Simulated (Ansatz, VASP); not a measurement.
Two plane-wave programs on BN

Contents of INCAR:

```
SYSTEM = BN
ALGO = Normal ; EDIFF = 1E-6
ENCUT = 520 ; ISIF = 2
ISMEAR = -1 ; LASPH = .TRUE.
LCHARG = .FALSE. ; LREAL = .FALSE.
LWAVE = .FALSE. ; NBANDS = 16
NELM = 80 ; PREC = Accurate
SIGMA = 0.1
```

KPOINTS

```
k-points
0
G
  6 6 4
  0 0 0
```

The input POSCAR:

```
BN
1.0
    2.5539396017      0.0000000000      0.0000000000
   -1.2769698009      2.2117765748      0.0000000000
    0.0000000000      0.0000000000      4.2268550000
B N
2 2
Direct
    1.6176666667      1.0063333333      1.9777240000
    1.2843333333      1.3396666667      1.4777240000
    1.6176666667      1.0063333333      1.6032760000
    1.2843333333      1.3396666667      1.1032760000
```

Input for Ansatz:

```yaml
crystal:
  lattice:
    - [2.5539396017, 0.0, 0.0]
    - [-1.2769698009, 2.2117765748, 0.0]
    - [0.0, 0.0, 4.226855]
  atoms:
    - { symbol: B, position: [1.6176666667, 1.0063333333, 1.977724] }
    - { symbol: B, position: [1.2843333333, 1.3396666667, 1.477724] }
    - { symbol: "N", position: [1.6176666667, 1.0063333333, 1.603276] }
    - { symbol: "N", position: [1.2843333333, 1.3396666667, 1.103276] }
basis:
  ecutwfc: 590
  xc_grid: 4
kpoints:
  mp_grid: { grid: [6, 6, 4] }
hamiltonian:
  xc: lda
scf:
  occupations: { method: fermi_dirac }
output:
  forces: true
  stress: true
  eigenvalues: true
```

Alike in both runs: task single point; functional LDA; k mesh 6 × 6 × 4; no spin polarisation.

```csv
,VASP,Ansatz
version,VASP 6.6.1,Ansatz 0.2.0
potentials or method,"VASP PAW LDA potentials, release 64 (B, N), cutoff 520 eV","scalar-relativistic, plane waves, PAW"
occupations,"fermi-dirac, width 0.1 eV",fermi-dirac
valence electrons in the cell,16,16
```

|  | VASP | Ansatz | Ansatz less VASP |
| --- | --- | --- | --- |
| gap on the k mesh at the Fermi level (eV) | 4.96 | 4.99 | +0.024 |
| least direct gap on the mesh (eV) | 8.14 | 8.14 | +0.009 |
| pressure (GPa) | -12.9 | -13.7 | -0.81 |
| traceless stress, the component that is largest in VASP (GPa) | -0.36 | -0.37 | -0.007 |
| rms of the force components (eV/Å) | 0.015 | 0.016 | +0.0013 |

LDA's correlation is that of Perdew and Zunger in VASP and of Perdew and Wang (1992) in Ansatz. Atom by atom the forces differ by 0.001 eV/Å (rms over components).

The k mesh is coarse, so the values compare programs but aren't converged.
